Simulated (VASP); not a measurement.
# Re (Im-3m) in VASP: notebook

The runs below take Re through single point, with PBEsol.

All numbers are computed with VASP 6.6.1; they aren't measurements. Logs are shortened: lines on timing, memory, paths and dates and some standing lists are left out, and cuts for length are marked.

### Step 1. The cell of the first run

It takes space group Im-3m (No. 229, cubic). The conventional cell has a = 2.957 Å, b = 2.957 Å, c = 2.957 Å, α = 90.00°, β = 90.00°, γ = 90.00°. Within 3.4 Å of Re (site symmetry m-3m) lie 14 Re at 2.56 to 2.96 Å.

This isn't the form of Re at room conditions, which is hcp.

### Step 2. Single point, PBEsol (12.92 Å³/atom)

INCAR reads:

```
  PREC = Accurate
  ENCUT = 520
  EDIFF = 1E-6
  ISMEAR = -1
  SIGMA = 0.1
  LREAL = F
  LASPH = T
  NELM = 60
  ALGO = Normal
  ISIF = 2
  LWAVE = F
  LCHARG = T
  GGA = PS
  LELF = T
  LVHAR = T
  NBANDS = 10
```

KPOINTS reads:

```
regular mesh
0
Gamma
  16 16 16
```

POSCAR reads:

```
Re
1.0
   -1.4782523826      1.4782523826      1.4782523826
    1.4782523826     -1.4782523826      1.4782523826
    1.4782523826      1.4782523826     -1.4782523826
Re
1
Direct
    0.0000000000      0.0000000000      0.0000000000
```

Potentials or basis: VASP PAW PBE potentials, release 64 (Re).

Started as:

```bash
$ cat potpaw_PBE.64/Re/POTCAR > POTCAR
$ mpirun -np 1 vasp_std > vasp.out
```

OUTCAR:

```text
PREC = Accurate
   ENCUT = 520
   EDIFF = 1E-6
   ISMEAR = -1
   LREAL = F
   LASPH = T
   NELM = 60
   ISIF = 2
   GGA = PS

 ion  position               nearest neighbor table
   1  0.000  0.000  0.000-

  LATTYP: Found a body centered cubic cell.
 ALAT       =     2.9565047652

  Lattice vectors:

 A1 = (  -1.4782523826,   1.4782523826,   1.4782523826)
 A2 = (   1.4782523826,  -1.4782523826,   1.4782523826)
 A3 = (   1.4782523826,   1.4782523826,  -1.4782523826)

Analysis of symmetry for initial positions (statically):
=====================================================================
 Subroutine PRICEL returns:
 Original cell was already a primitive cell.

 Routine SETGRP: Setting up the symmetry group for a
 body centered cubic supercell.

 Subroutine GETGRP returns: Found 48 space group operations
 (whereof 48 operations were pure point group operations)
 out of a pool of 48 trial point group operations.

The static configuration has the point symmetry O_h .

Analysis of symmetry for dynamics (positions and initial velocities):
=====================================================================
 Subroutine PRICEL returns:
 Original cell was already a primitive cell.

 Routine SETGRP: Setting up the symmetry group for a
 body centered cubic supercell.

 Subroutine GETGRP returns: Found 48 space group operations
 (whereof 48 operations were pure point group operations)
 out of a pool of 48 trial point group operations.

The dynamic configuration has the point symmetry O_h .

 Subroutine INISYM returns: Found 48 space group operations
 (whereof 48 operations are pure point group operations),
 and found     1 'primitive' translations

----------------------------------------------------------------------------------------

                                     Primitive cell

  volume of cell :      12.9213

  direct lattice vectors                    reciprocal lattice vectors
    -1.478252383  1.478252383  1.478252383     0.000000000  0.338237236  0.338237236
     1.478252383 -1.478252383  1.478252383     0.338237236  0.000000000  0.338237236
     1.478252383  1.478252383 -1.478252383     0.338237236  0.338237236  0.000000000

  length of vectors
     2.560408233  2.560408233  2.560408233     0.478339686  0.478339686  0.478339686

  position of ions in fractional coordinates (direct lattice)
     0.000000000  0.000000000  0.000000000

[... 77 lines left out ...]
   EDIFFG = 0.1E-04   stopping-criterion for IOM
   NSW    =      0    number of steps for IOM
   IBRION =     -1    ionic relax: 0-MD 1-quasi-New 2-CG
   NFREE  =      0    steps in history (QN), initial steepest desc. (CG)
   ISIF   =      2    stress and relaxation
   ISYM   =      2    0-nonsym 1-usesym 2-fastsym
   POTIM  = 0.5000    time-step for ionic-motion
   TEBEG  =    0.0;   TEEND  =   0.0 temperature during run
   PSTRESS=    0.0 pullay stress
   NELECT =       7.0000    total number of electrons
   NUPDOWN=      -1.0000    fix difference up-down
   EMIN   =  10.00;   EMAX   =-10.00  energy-range for DOS
   EFERMI =   0.00;   METHOD = LEGACY
   ISMEAR =    -1;   SIGMA  =   0.10  broadening in eV -4-tet -1-fermi 0-gaus
   EFERMI_NEDOS =   21; number of points for ismear=-14 and -15
   IALGO  =     38    algorithm
   IMIX   =      4    mixing-type and parameters
     AMIX     =   0.40;   BMIX     =  1.00
     AMIX_MAG =   1.60;   BMIX_MAG =  1.00
  volume/ion in A,a.u.               =      12.92        87.20
  Fermi-wavevector in a.u.,A,eV,Ry     =   1.334563  2.521957 24.232754  1.781057
  Thomas-Fermi vector in A             =   2.463334
   LORBIT       =      0    0 simple, 1 ext, 2 COOP (PROOUT), +10 PAW based schemes
   GGA     = PS    functional components
   LHFCALC =     F    Hartree Fock is set to
   AEXX    =    0.0000 exact exchange contribution
   IVDW    =     0    specifies the selected vdW correction
   LEPSILON=     F    determine dielectric tensor
   LRPA    =     F    only Hartree local field effects (RPA)
 non-spin polarized calculation
  energy-cutoff  :      520.00
  volume of cell :       12.92
 maximum number of plane-waves:       370
   NGX =  9   NGY =  9   NGZ =  9

 number of electron       6.9999999 magnetization

 Free energy of the ion-electron system (eV)
  ---------------------------------------------------
  ext. energy  EPLUGINS =         0.00000000
  ---------------------------------------------------
  free energy    TOTEN  =       -12.72617369 eV

  energy without entropy =      -12.69685527  energy(sigma->0) =      -12.71151448

 E-fermi :  10.4190     XC(G=0): -14.5434

 val. band max:       10.4154492267   @ k =  -0.3125   0.3125   0.0625
 cond. band min:      10.4829584246   @ k =   0.2500   0.1250  -0.0000
 fundamental gap:      0.0675091978
 Fermi energy:        10.4189510168

 k-point     1 :       0.0000    0.0000    0.0000
  band No.  band energies     occupation
      1      -1.3746      2.00000
      2       7.2434      2.00000
      3       7.2434      2.00000
      4       7.2434      2.00000
      5      11.3229      0.00024
      6      11.3229      0.00024
      7      26.2703      0.00000
      8      26.2703      0.00000
      9      26.2703      0.00000
     10      40.4350      0.00000
[... 287 lines left out ...]
 k-point    24 :       0.2500    0.1875   -0.0000
  band No.  band energies     occupation
      1       3.0855      2.00000
      2       5.1674      2.00000
      3       6.4502      2.00000
      4      10.5752      0.34645
      5      12.4151      0.00000
      6      15.3188      0.00000
      7      24.1843      0.00000
      8      27.2361      0.00000
      9      29.6625      0.00000
     10      32.8198      0.00000

 [... further k-points ...]

------------------------ aborting loop because EDIFF is reached ----------------------------------------

  FORCE on cell =-STRESS in cart. coord.  units (eV):
  Direction    XX          YY          ZZ          XY          YZ          ZX
  --------------------------------------------------------------------------------------
  -------------------------------------------------------------------------------------
  Total        5.4029207      5.4029207      5.4029207      0.0000000      0.0000000     -0.0000000
  in kB      669.9361567    669.9361567    669.9361567      0.0000000      0.0000000     -0.0000000
  external PRESSURE =     669.9361567 kB  Pullay stress =       0.0000000 kB

 VOLUME and BASIS-vectors are now :
 -----------------------------------------------------------------------------
  energy-cutoff  :      520.00
  volume of cell :       12.92
      direct lattice vectors                 reciprocal lattice vectors
    -1.478252383  1.478252383  1.478252383     0.000000000  0.338237236  0.338237236
     1.478252383 -1.478252383  1.478252383     0.338237236  0.000000000  0.338237236
     1.478252383  1.478252383 -1.478252383     0.338237236  0.338237236  0.000000000

 POSITION                                       TOTAL-FORCE (eV/Angst)
 -----------------------------------------------------------------------------------
      0.00000      0.00000      0.00000        -0.000000     -0.000000      0.000000
 -----------------------------------------------------------------------------------
    total drift:                                0.000000      0.000000     -0.000000

  FREE ENERGIE OF THE ION-ELECTRON SYSTEM (eV)
  ---------------------------------------------------
  free  energy   TOTEN  =       -12.7261736949 eV

  energy  without entropy=      -12.6968552737  energy(sigma->0) =      -12.71151448
```

Wall time 23 s (1 thread of Intel Xeon 8259CL, shared host); peak memory 0.14 GiB.

Results:

* Free energy: -12.7262 eV
* Pressure: 67.0 GPa
* Band gap on the k mesh: zero (an odd number of electrons rules out a gap without spin polarisation)

Levels at points of the mesh, in eV from the Fermi level:
```csv
k point,band 1,band 2,band 3,band 4,band 5,band 6
"(0.00, 0.00, 0.00)",-11.79,-3.18,-3.18,-3.18,0.90,0.90
"(0.50, 0.00, 0.00)",-8.72,-5.91,0.32,0.89,1.96,5.66
"(0.50, 0.50, 0.50)",-8.56,-8.56,4.46,4.46,4.46,9.02
```

Caveat: the cell stands under pressure; the PAW data sets were made with another functional, which shifts forces and pressure a little; spin-orbit coupling is left out, which moves the levels of the heavy elements.

### Step 3. Single point, PBEsol (14.10 Å³/atom)

This run uses another cell than the first one, of 14.10 Å³/atom.

INCAR reads:

```
SYSTEM = Re
PREC     = Accurate       ! precision mode
ENCUT    = 520            ! plane-wave cutoff, eV
EDIFF    = 1E-6           ! SCF threshold, eV
ISMEAR   = -1             ! smearing method
SIGMA    = 0.1            ! smearing width, eV
LREAL    = .FALSE.        ! projectors in reciprocal space
LASPH    = .TRUE.         ! aspherical terms in the spheres
NELM     = 100            ! most SCF steps
ALGO     = Normal         ! electronic algorithm
ISIF     = 2              ! what is computed and relaxed
LWAVE    = .FALSE.        ! write WAVECAR
LCHARG   = .FALSE.        ! write CHGCAR
GGA      = PS             ! functional
NBANDS   = 10             ! bands
```

KPOINTS reads:

```
Automatic mesh
0
G
  16 16 16
  0 0 0
```

POSCAR reads:

```
Re
1.0
   -1.5217551305      1.5217551305      1.5217551305
    1.5217551305     -1.5217551305      1.5217551305
    1.5217551305      1.5217551305     -1.5217551305
Re
1
Direct
    0.0000000000      0.0000000000      0.0000000000
```

Potentials or basis: VASP PAW PBE potentials, release 64 (Re).

Started as:

```bash
$ cat potpaw_PBE.64/Re/POTCAR > POTCAR
$ mpirun -np 1 vasp_std > vasp.out
```

Run time: 23 s. Hardware: 1 thread of Intel Xeon 8259CL, shared host; peak memory 0.14 GiB.

It converged, with:

| Item | Value |
| --- | --- |
| Free energy | -13.0245 eV |
| Pressure | 17.8 GPa |
| Band gap on the k mesh | zero (an odd number of electrons rules out a gap without spin polarisation) |

Levels at points of the mesh, in eV from the Fermi level:
```tsv
k point	band 1	band 2	band 3	band 4	band 5	band 6	band 7
(0.00, 0.00, 0.00)	-11.12	-2.84	-2.84	-2.84	0.83	0.83	15.70
(0.50, 0.00, 0.00)	-7.90	-5.26	0.08	0.74	1.70	4.92	10.78
(0.50, 0.50, 0.50)	-7.59	-7.59	3.89	3.89	3.89	8.33	8.33
```

Caveat: the cell stands under pressure; the PAW data sets were made with another functional, which shifts forces and pressure a little; spin-orbit coupling is left out, which moves the levels of the heavy elements.
